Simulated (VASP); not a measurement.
Write the native input for VASP 6.6.1 that does the following.

```yaml
Task: single point
Functional: PBEsol
Potentials_or_basis: VASP PAW PBE potentials, release 64 (Si)
Cutoff: 520 eV
k_mesh: 12 × 12 × 12
Occupations: gaussian, width 0.03 eV
Spin: no spin polarisation
Dipole_correction: no
Further_INCAR_settings: ALGO = Normal; EDIFF = 1e-07; NBANDS = 16
```

The structure of Si lies in POSCAR:

```
Si
1.0
   -3.4275068763      3.4275068763      1.7545407700
    3.4275068763     -3.4275068763      1.7545407700
    3.4275068763      3.4275068763     -1.7545407700
Si
4
Direct
    0.1787304307      0.1787304307      0.3574608614
    0.8212695693      0.8212695693      0.6425391386
    0.1787304307      0.8212695693      0.0000000000
    0.8212695693      0.1787304307      0.0000000000
```

These files were run (other wordings do the same):

INCAR

```
  PREC = Accurate
  ENCUT = 520
  EDIFF = 1E-7
  ISMEAR = 0
  SIGMA = 0.03
  LREAL = False
  LASPH = True
  NELM = 60
  ALGO = Normal
  ISIF = 2
  LWAVE = False
  LCHARG = False
  GGA = PS
  NBANDS = 16
```

KPOINTS

```
Automatic mesh
0
Gamma
  12 12 12
```

Potentials or basis: VASP PAW PBE potentials, release 64 (Si).

Launch:

```sh
$ cat potpaw_PBE.64/Si/POTCAR > POTCAR
$ mpirun -np 1 vasp_std > vasp.out
```

Results of the run:

| Quantity | Value |
| --- | --- |
| Pressure | 4.3 GPa |
| Largest force | 1.451 eV/Å |
| Band gap on the k mesh | zero (bands 8 and 9 overlap by 0.43 eV) |

Caveat: the stress differs along the axes, from -3 to 20 GPa; semilocal functionals underestimate gaps, and a narrow one can read as zero; the PAW data sets were made with another functional, which shifts forces and pressure a little.

It took 4.3 min on 1 thread of Intel Xeon 8259CL, on a shared host, peak memory 0.33 GiB.
